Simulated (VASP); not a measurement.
Ni: single point with r2SCAN

Ni:

```
Ni
1.0
    -1.41836    1.41836    1.41836
     1.41836   -1.41836    1.41836
     1.41836    1.41836   -1.41836
Ni
1
Direct
  0.00000 0.00000 0.00000
```

This cell differs from its parent crystal: volume scaled by 1.08.

```
Program             : VASP 6.6.1
Task                : single point
Functional          : r2SCAN
Potentials or basis : VASP PAW PBE potentials, release 64 (Ni)
Cutoff              : 520 eV
k mesh              : 18 × 18 × 18
Occupations         : fermi-dirac, width 0.05 eV
Spin                : collinear spin, ferromagnetic start
Starting moments    : [0.685] μB
```

The pressure is -13.0 GPa and the net moment is 0.64 μB per cell. The site moments are Ni +0.66 μB. The valence electrons inside the program's atomic spheres are Ni 9.27.

Levels at points of the mesh, in eV from the Fermi level:
Spin up:
```tsv
k point	band 2	band 3	band 4	band 5	band 6	band 7	band 8	band 9
(0.00, 0.00, 0.00)	-2.56	-2.56	-2.56	-1.12	-1.12	26.93	26.93	26.93
(0.50, 0.00, 0.00)	-3.41	-1.23	-0.99	-0.48	0.31	6.22	19.42	20.19
(0.50, 0.50, 0.50)	-4.23	-0.68	-0.68	-0.68	9.91	9.91	9.91	15.49
```
Spin down:
| k point | band 2 | band 3 | band 4 | band 5 | band 6 | band 7 | band 8 | band 9 |
| --- | --- | --- | --- | --- | --- | --- | --- | --- |
| (0.00, 0.00, 0.00) | -1.38 | -1.38 | -1.38 | -0.52 | -0.51 | 26.88 | 26.88 | 26.88 |
| (0.50, 0.00, 0.00) | -2.35 | -0.42 | -0.36 | 0.12 | 0.87 | 6.75 | 19.36 | 20.40 |
| (0.50, 0.50, 0.50) | -3.86 | 0.65 | 0.65 | 0.65 | 9.91 | 9.91 | 9.91 | 15.55 |

Run time: 3 min on 1 thread of Intel(R) Xeon(R) Platinum 8259CL CPU @ 2.50GHz (Skylake/Cascade Lake), with other jobs on the host, peak memory 0.16 GiB.

Caveat: the PAW data sets were made with another functional, which shifts forces and pressure a little.
